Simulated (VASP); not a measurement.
# Cu (Fm-3m) in VASP: notebook

Runs on Cu. Level: PBE. Tasks: single point.

Program: VASP 6.6.1. These are calculated values, not measurements. Logs are shortened: lines on timing, memory, paths and dates and some standing lists are left out, and cuts for length are marked.

## Step 1: The cell of the first run

Symmetry: Fm-3m, No. 225, cubic system. Conventional cell: a = 3.496 Å, b = 3.496 Å, c = 3.496 Å, α = 90.00°, β = 90.00°, γ = 90.00°. Cu (site symmetry m-3m) has 12 Cu at 2.47 Å within 3.3 Å.

## Step 2: Single point, PBE

INCAR

```
ALGO = Normal
EDIFF = 1E-6
ENCUT = 520
GGA = PE
ISIF = 2
ISMEAR = 0
LASPH = T
LCHARG = F
LREAL = F
LWAVE = F
NBANDS = 12
NELM = 100
PREC = Accurate
SIGMA = 0.1
```

KPOINTS

```
k-points
0
Gamma
  28 28 28
```

POSCAR

```
Cu
1.0
    0.0000000000      1.7478599060      1.7478599060
    1.7478599060      0.0000000000      1.7478599060
    1.7478599060      1.7478599060      0.0000000000
Cu
1
Direct
    0.0000000000      0.0000000000      0.0000000000
```

Potentials or basis: VASP PAW PBE potentials, release 64 (Cu).

Run with:

```sh
$ cat potpaw_PBE.64/Cu/POTCAR > POTCAR
$ mpirun -np 1 vasp_std > vasp.out
```

OUTCAR:

```text
EDIFF = 1E-6
   ENCUT = 520
   GGA = PE
   ISIF = 2
   ISMEAR = 0
   LASPH = T
   LREAL = F
   NELM = 100
   PREC = Accurate

 ion  position               nearest neighbor table
   1  0.000  0.000  0.000-

  LATTYP: Found a face centered cubic cell.
 ALAT       =     3.4957198120

  Lattice vectors:

 A1 = (   0.0000000000,   1.7478599060,   1.7478599060)
 A2 = (   1.7478599060,   0.0000000000,   1.7478599060)
 A3 = (   1.7478599060,   1.7478599060,   0.0000000000)

Analysis of symmetry for initial positions (statically):
=====================================================================
 Subroutine PRICEL returns:
 Original cell was already a primitive cell.

 Routine SETGRP: Setting up the symmetry group for a
 face centered cubic supercell.

 Subroutine GETGRP returns: Found 48 space group operations
 (whereof 48 operations were pure point group operations)
 out of a pool of 48 trial point group operations.

The static configuration has the point symmetry O_h .

Analysis of symmetry for dynamics (positions and initial velocities):
=====================================================================
 Subroutine PRICEL returns:
 Original cell was already a primitive cell.

 Routine SETGRP: Setting up the symmetry group for a
 face centered cubic supercell.

 Subroutine GETGRP returns: Found 48 space group operations
 (whereof 48 operations were pure point group operations)
 out of a pool of 48 trial point group operations.

The dynamic configuration has the point symmetry O_h .

 Subroutine INISYM returns: Found 48 space group operations
 (whereof 48 operations are pure point group operations),
 and found     1 'primitive' translations

----------------------------------------------------------------------------------------

                                     Primitive cell

  volume of cell :      10.6795

  direct lattice vectors                    reciprocal lattice vectors
     0.000000000  1.747859906  1.747859906    -0.286064117  0.286064117  0.286064117
     1.747859906  0.000000000  1.747859906     0.286064117 -0.286064117  0.286064117
     1.747859906  1.747859906  0.000000000     0.286064117  0.286064117 -0.286064117

  length of vectors
     2.471847184  2.471847184  2.471847184     0.495477584  0.495477584  0.495477584

  position of ions in fractional coordinates (direct lattice)
     0.000000000  0.000000000  0.000000000

  ion indices of the primitive-cell ions
   primitive index   ion index
                 1           1

----------------------------------------------------------------------------------------

 KPOINTS: k-points

Automatic generation of k-mesh.
 Grid dimensions read from file:
 generate k-points for:   28   28   28

 Generating k-lattice:

  Cartesian coordinates                     Fractional coordinates (reciprocal lattice)
    -0.010216576  0.010216576  0.010216576     0.035714286  0.000000000  0.000000000
     0.010216576 -0.010216576  0.010216576     0.000000000  0.035714286  0.000000000
     0.010216576  0.010216576 -0.010216576     0.000000000  0.000000000  0.035714286

  Length of vectors
     0.017695628  0.017695628  0.017695628

  Shift w.r.t. Gamma in fractional coordinates (k-lattice)
     0.000000000  0.000000000  0.000000000

 Subroutine IBZKPT returns following result:
 ===========================================

 Found    624 irreducible k-points:

 Following reciprocal coordinates:
            Coordinates               Weight
  0.000000  0.000000  0.000000      1.000000
  0.035714  0.000000  0.000000      8.000000
  0.071429  0.000000  0.000000      8.000000
  0.107143  0.000000  0.000000      8.000000
  0.142857  0.000000  0.000000      8.000000
  0.178571  0.000000  0.000000      8.000000
[... 16 lines left out ...]
  0.285714  0.035714  0.000000     24.000000
  0.321429  0.035714  0.000000     24.000000
 [... further k-points ...]
   k-points           NKPTS =    624   k-points in BZ     NKDIM =    624   number of bands    NBANDS=     12
   number of dos      NEDOS =    301   number of ions     NIONS =      1
   total plane-waves  NPLWV =   5832
   dimension x,y,z NGX =    18 NGY =   18 NGZ =   18
   dimension x,y,z NGXF=    36 NGYF=   36 NGZF=   36
   ions per type =               1
   NGX,Y,Z   is equivalent  to a cutoff of  12.11, 12.11, 12.11 a.u.
   NGXF,Y,Z  is equivalent  to a cutoff of  24.21, 24.21, 24.21 a.u.
 SYSTEM =  unknown system
   PREC   = accura    normal or accurate (medium, high low for compatibility)
   ISTART =      0    job   : 0-new  1-cont  2-samecut
   ICHARG =      2    charge: 1-file 2-atom 10-const
   ISPIN  =      1    spin polarized calculation?
   LNONCOLLINEAR =      F non collinear calculations
   LSORBIT =      F    spin-orbit coupling
   LASPH  =      T    aspherical Exc in radial PAW
   ENCUT  =  520.0 eV  38.22 Ry    6.18 a.u.   4.60  4.60  4.60*2*pi/ulx,y,z
   NELM   =    100;   NELMIN=  2; NELMDL= -5     # of ELM steps
   EDIFF  = 0.1E-05   stopping-criterion for ELM
   LREAL  =      F    real-space projection
   EDIFFG = 0.1E-04   stopping-criterion for IOM
   NSW    =      0    number of steps for IOM
   IBRION =     -1    ionic relax: 0-MD 1-quasi-New 2-CG
   NFREE  =      0    steps in history (QN), initial steepest desc. (CG)
   ISIF   =      2    stress and relaxation
   ISYM   =      2    0-nonsym 1-usesym 2-fastsym
   POTIM  = 0.5000    time-step for ionic-motion
   TEBEG  =    0.0;   TEEND  =   0.0 temperature during run
   PSTRESS=    0.0 pullay stress
   NELECT =      11.0000    total number of electrons
   NUPDOWN=      -1.0000    fix difference up-down
   EMIN   =  10.00;   EMAX   =-10.00  energy-range for DOS
   EFERMI =   0.00;   METHOD = LEGACY
   ISMEAR =     0;   SIGMA  =   0.10  broadening in eV -4-tet -1-fermi 0-gaus
   EFERMI_NEDOS =   21; number of points for ismear=-14 and -15
   IALGO  =     38    algorithm
   IMIX   =      4    mixing-type and parameters
     AMIX     =   0.40;   BMIX     =  1.00
     AMIX_MAG =   1.60;   BMIX_MAG =  1.00
  volume/ion in A,a.u.               =      10.68        72.07
  Fermi-wavevector in a.u.,A,eV,Ry     =   1.653316  3.124314 37.190880  2.733453
  Thomas-Fermi vector in A             =   2.741775
   LORBIT       =      0    0 simple, 1 ext, 2 COOP (PROOUT), +10 PAW based schemes
   GGA     = PE    functional components
   LHFCALC =     F    Hartree Fock is set to
   AEXX    =    0.0000 exact exchange contribution
   IVDW    =     0    specifies the selected vdW correction
   LEPSILON=     F    determine dielectric tensor
   LRPA    =     F    only Hartree local field effects (RPA)
 non-spin polarized calculation
 Gauss-broadening in eV      SIGMA  =   0.10
  energy-cutoff  :      520.00
  volume of cell :       10.68
 maximum number of plane-waves:       302
   NGX =  9   NGY =  9   NGZ =  9

 number of electron      10.9999991 magnetization

 Free energy of the ion-electron system (eV)
  ---------------------------------------------------
  ext. energy  EPLUGINS =         0.00000000
  ---------------------------------------------------
  free energy    TOTEN  =        -3.64914306 eV

  energy without entropy =       -3.64810379  energy(sigma->0) =       -3.64862343

 E-fermi :   8.9345     XC(G=0): -13.3212

 val. band max:        8.9256890600   @ k =   0.4643   0.2143   0.0000
 cond. band min:       8.9463537796   @ k =   0.5000   0.2143   0.0714
 fundamental gap:      0.0206647196
 Fermi energy:         8.9345267971

 k-point     1 :       0.0000    0.0000    0.0000
  band No.  band energies     occupation
      1      -1.2437      2.00000
      2       5.5459      2.00000
      3       5.5459      2.00000
      4       5.5459      2.00000
      5       6.5070      2.00000
      6       6.5070      2.00000
      7      32.2952      0.00000
      8      35.7396      0.00000
      9      35.7396      0.00000
     10      35.7396      0.00000
     11      38.3613      0.00000
     12      38.3613      0.00000

 k-point     2 :       0.0357    0.0000    0.0000
  band No.  band energies     occupation
      1      -1.1936      2.00000
      2       5.5339      2.00000
      3       5.5564      2.00000
      4       5.5564      2.00000
      5       6.5026      2.00000
      6       6.5026      2.00000
      7      32.1157      0.00000
      8      34.8548      0.00000
      9      35.5721      0.00000
     10      35.5721      0.00000
     11      38.5942      0.00000
     12      38.5942      0.00000

 k-point     3 :       0.0714    0.0000    0.0000
  band No.  band energies     occupation
      1      -1.0440      2.00000
      2       5.4994      2.00000
      3       5.5861      2.00000
      4       5.5861      2.00000
      5       6.4909      2.00000
      6       6.4909      2.00000
      7      31.3128      0.00000
      8      33.7737      0.00000
      9      35.1901      0.00000
     10      35.1901      0.00000
     11      39.1624      0.00000
     12      39.1624      0.00000

 k-point     4 :       0.1071    0.0000    0.0000
  band No.  band energies     occupation
      1      -0.7973      2.00000
      2       5.4464      2.00000
      3       5.6298      2.00000
      4       5.6298      2.00000
      5       6.4770      2.00000
      6       6.4770      2.00000
      7      29.7459      0.00000
      8      33.3005      0.00000
      9      34.7491      0.00000
     10      34.7491      0.00000
     11      39.8658      0.00000
     12      39.8658      0.00000

 k-point     5 :       0.1429    0.0000    0.0000
  band No.  band energies     occupation
      1      -0.4577      2.00000
      2       5.3818      2.00000
      3       5.6781      2.00000
      4       5.6781      2.00000
      5       6.4698      2.00000
      6       6.4698      2.00000
      7      27.8833      0.00000
      8      33.0671      0.00000
      9      34.3210      0.00000
     10      34.3210      0.00000
     11      40.0771      0.00000
     12      40.4782      0.00000
[... 228 lines left out ...]
      1       0.3346      2.00000
      2       5.2568      2.00000
      3       5.7408      2.00000
      4       5.7469      2.00000
      5       6.4370      2.00000
      6       6.5782      2.00000
      7      24.7327      0.00000
      8      32.2094      0.00000
      9      32.5107      0.00000
     10      35.3931      0.00000
     11      38.2242      0.00000
     12      41.1151      0.00000

 k-point    22 :       0.2500    0.0357    0.0000
  band No.  band energies     occupation
      1       0.8721      2.00000
      2       5.2202      2.00000
      3       5.7336      2.00000
      4       5.7470      2.00000
      5       6.5081      2.00000
      6       6.6474      2.00000
      7      22.8668      0.00000
      8      31.9300      0.00000
      9      32.1917      0.00000
     10      35.0558      0.00000
     11      37.7674      0.00000
     12      40.3886      0.00000

 k-point    23 :       0.2857    0.0357    0.0000
  band No.  band energies     occupation
      1       1.4452      2.00000
      2       5.2327      2.00000
      3       5.7007      2.00000
      4       5.7242      2.00000
      5       6.6160      2.00000
      6       6.7403      2.00000
      7      21.0620      0.00000
      8      31.6443      0.00000
      9      31.9431      0.00000
     10      34.6454      0.00000
     11      37.2380      0.00000
     12      39.5697      0.00000

 k-point    24 :       0.3214    0.0357    0.0000
  band No.  band energies     occupation
      1       2.0099      2.00000
      2       5.3319      2.00000
      3       5.6538      2.00000
      4       5.6864      2.00000
      5       6.7485      2.00000
      6       6.8456      2.00000
      7      19.3344      0.00000
      8      31.3633      0.00000
      9      31.7675      0.00000
     10      34.1879      0.00000
     11      36.7453      0.00000
     12      38.7714      0.00000

 [... further k-points ...]

------------------------ aborting loop because EDIFF is reached ----------------------------------------

  FORCE on cell =-STRESS in cart. coord.  units (eV):
  Direction    XX          YY          ZZ          XY          YZ          ZX
  --------------------------------------------------------------------------------------
  -------------------------------------------------------------------------------------
  Total        1.4424208      1.4424208      1.4424208      0.0000000      0.0000000      0.0000000
  in kB      216.3977374    216.3977374    216.3977374      0.0000000      0.0000000      0.0000000
  external PRESSURE =     216.3977374 kB  Pullay stress =       0.0000000 kB

 VOLUME and BASIS-vectors are now :
 -----------------------------------------------------------------------------
  energy-cutoff  :      520.00
  volume of cell :       10.68
      direct lattice vectors                 reciprocal lattice vectors
     0.000000000  1.747859906  1.747859906    -0.286064117  0.286064117  0.286064117
     1.747859906  0.000000000  1.747859906     0.286064117 -0.286064117  0.286064117
     1.747859906  1.747859906  0.000000000     0.286064117  0.286064117 -0.286064117

 POSITION                                       TOTAL-FORCE (eV/Angst)
 -----------------------------------------------------------------------------------
      0.00000      0.00000      0.00000         0.000000      0.000000      0.000000
 -----------------------------------------------------------------------------------
    total drift:                                0.000000     -0.000000      0.000000

  FREE ENERGIE OF THE ION-ELECTRON SYSTEM (eV)
  ---------------------------------------------------
  free  energy   TOTEN  =        -3.6491430633 eV

  energy  without entropy=       -3.6481037868  energy(sigma->0) =       -3.64862343
```

Wall time 52 s (1 thread of AMD EPYC 7R43 (Zen 3), shared host); peak memory 0.14 GiB.

What came out:

```
Free energy : -3.6491 eV
Pressure    : 21.6 GPa
```

Levels at points of the mesh, in eV from the Fermi level:
| k point | band 3 | band 4 | band 5 | band 6 | band 7 | band 8 | band 9 | band 10 |
| --- | --- | --- | --- | --- | --- | --- | --- | --- |
| (0.00, 0.00, 0.00) | -3.39 | -3.39 | -2.43 | -2.43 | 23.36 | 26.81 | 26.81 | 26.81 |
| (0.50, 0.00, 0.00) | -3.43 | -1.77 | -1.77 | -1.34 | 4.26 | 21.81 | 23.65 | 23.65 |
| (0.50, 0.50, 0.00) | -1.79 | -1.60 | -1.60 | 1.39 | 7.81 | 13.85 | 13.85 | 18.61 |

## Step 3: Single point, PBE

INCAR

```
SYSTEM = Cu
PREC = Accurate
ENCUT = 520
EDIFF = 1E-6
ISMEAR = 0
SIGMA = 0.1
LREAL = .False.
LASPH = .True.
NELM = 60
ALGO = Fast
ISIF = 2
LWAVE = .False.
LCHARG = .False.
GGA = PE
NBANDS = 12
```

KPOINTS

```
Automatic mesh
0
Gamma
  28 28 28
  0 0 0
```

POSCAR is that of step 2.

Potentials or basis: VASP PAW PBE potentials, release 64 (Cu).

Run with:

```sh
$ cat potpaw_PBE.64/Cu/POTCAR > POTCAR
$ mpirun -np 1 vasp_std > vasp.out
```

OUTCAR:

```text
SYSTEM = Cu
   PREC = Accurate
   ENCUT = 520
   EDIFF = 1E-6
   ISMEAR = 0
   LREAL = .False.
   LASPH = .True.
   NELM = 60
   ISIF = 2
   GGA = PE

 ion  position               nearest neighbor table
   1  0.000  0.000  0.000-

  LATTYP: Found a face centered cubic cell.
 ALAT       =     3.4957198120

  Lattice vectors:

 A1 = (   0.0000000000,   1.7478599060,   1.7478599060)
 A2 = (   1.7478599060,   0.0000000000,   1.7478599060)
 A3 = (   1.7478599060,   1.7478599060,   0.0000000000)

Analysis of symmetry for initial positions (statically):
=====================================================================
 Subroutine PRICEL returns:
 Original cell was already a primitive cell.

 Routine SETGRP: Setting up the symmetry group for a
 face centered cubic supercell.

 Subroutine GETGRP returns: Found 48 space group operations
 (whereof 48 operations were pure point group operations)
 out of a pool of 48 trial point group operations.

The static configuration has the point symmetry O_h .

Analysis of symmetry for dynamics (positions and initial velocities):
=====================================================================
 Subroutine PRICEL returns:
 Original cell was already a primitive cell.

 Routine SETGRP: Setting up the symmetry group for a
 face centered cubic supercell.

 Subroutine GETGRP returns: Found 48 space group operations
 (whereof 48 operations were pure point group operations)
 out of a pool of 48 trial point group operations.

The dynamic configuration has the point symmetry O_h .

 Subroutine INISYM returns: Found 48 space group operations
 (whereof 48 operations are pure point group operations),
 and found     1 'primitive' translations

----------------------------------------------------------------------------------------

                                     Primitive cell

  volume of cell :      10.6795

  direct lattice vectors                    reciprocal lattice vectors
     0.000000000  1.747859906  1.747859906    -0.286064117  0.286064117  0.286064117
[... 112 lines left out ...]
   IVDW    =     0    specifies the selected vdW correction
   LEPSILON=     F    determine dielectric tensor
   LRPA    =     F    only Hartree local field effects (RPA)
 non-spin polarized calculation
 RMM-DIIS sequential band-by-band and
 Gauss-broadening in eV      SIGMA  =   0.10
  energy-cutoff  :      520.00
  volume of cell :       10.68
 maximum number of plane-waves:       302
   NGX =  9   NGY =  9   NGZ =  9

 number of electron      10.9999991 magnetization

 Free energy of the ion-electron system (eV)
  ---------------------------------------------------
  ext. energy  EPLUGINS =         0.00000000
  ---------------------------------------------------
  free energy    TOTEN  =        -3.64914311 eV

  energy without entropy =       -3.64810412  energy(sigma->0) =       -3.64862362

 E-fermi :   8.9341     XC(G=0): -13.3213

 val. band max:        8.9252454220   @ k =   0.4643   0.2143   0.0000
 cond. band min:       8.9459036520   @ k =   0.5000   0.2143   0.0714
 fundamental gap:      0.0206582301
 Fermi energy:         8.9341073207

 k-point     1 :       0.0000    0.0000    0.0000
  band No.  band energies     occupation
      1      -1.2437      2.00000
      2       5.5453      2.00000
      3       5.5453      2.00000
      4       5.5453      2.00000
      5       6.5063      2.00000
      6       6.5063      2.00000
      7      32.2951      0.00000
      8      35.7396      0.00000
      9      35.7396      0.00000
     10      35.7396      0.00000
     11      38.3611      0.00000
     12      38.3611      0.00000
[... 331 lines left out ...]
 k-point    24 :       0.3214    0.0357    0.0000
  band No.  band energies     occupation
      1       2.0098      2.00000
      2       5.3314      2.00000
      3       5.6531      2.00000
      4       5.6858      2.00000
      5       6.7478      2.00000
      6       6.8449      2.00000
      7      19.3342      0.00000
      8      31.3633      0.00000
      9      31.7674      0.00000
     10      34.1878      0.00000
     11      36.7451      0.00000
     12      38.7713      0.00000

 [... further k-points ...]

------------------------ aborting loop because EDIFF is reached ----------------------------------------

  FORCE on cell =-STRESS in cart. coord.  units (eV):
  Direction    XX          YY          ZZ          XY          YZ          ZX
  --------------------------------------------------------------------------------------
  -------------------------------------------------------------------------------------
  Total        1.4623381      1.4623381      1.4623381     -0.0000000      0.0000000      0.0000000
  in kB      219.3857977    219.3857977    219.3857977     -0.0000000      0.0000000      0.0000000
  external PRESSURE =     219.3857977 kB  Pullay stress =       0.0000000 kB

 VOLUME and BASIS-vectors are now :
 -----------------------------------------------------------------------------
  energy-cutoff  :      520.00
  volume of cell :       10.68
      direct lattice vectors                 reciprocal lattice vectors
     0.000000000  1.747859906  1.747859906    -0.286064117  0.286064117  0.286064117
     1.747859906  0.000000000  1.747859906     0.286064117 -0.286064117  0.286064117
     1.747859906  1.747859906  0.000000000     0.286064117  0.286064117 -0.286064117

 POSITION                                       TOTAL-FORCE (eV/Angst)
 -----------------------------------------------------------------------------------
      0.00000      0.00000      0.00000         0.000000      0.000000      0.000000
 -----------------------------------------------------------------------------------
    total drift:                                0.000000     -0.000000      0.000000

  FREE ENERGIE OF THE ION-ELECTRON SYSTEM (eV)
  ---------------------------------------------------
  free  energy   TOTEN  =        -3.6491431092 eV

  energy  without entropy=       -3.6481041215  energy(sigma->0) =       -3.64862362
```

Run time: 64 s. Hardware: 1 thread of AMD EPYC 7R43 (Zen 3), shared host; peak memory 0.14 GiB.

Results:

| Quantity | Value |
| --- | --- |
| Free energy | -3.6491 eV |
| Pressure | 21.9 GPa |
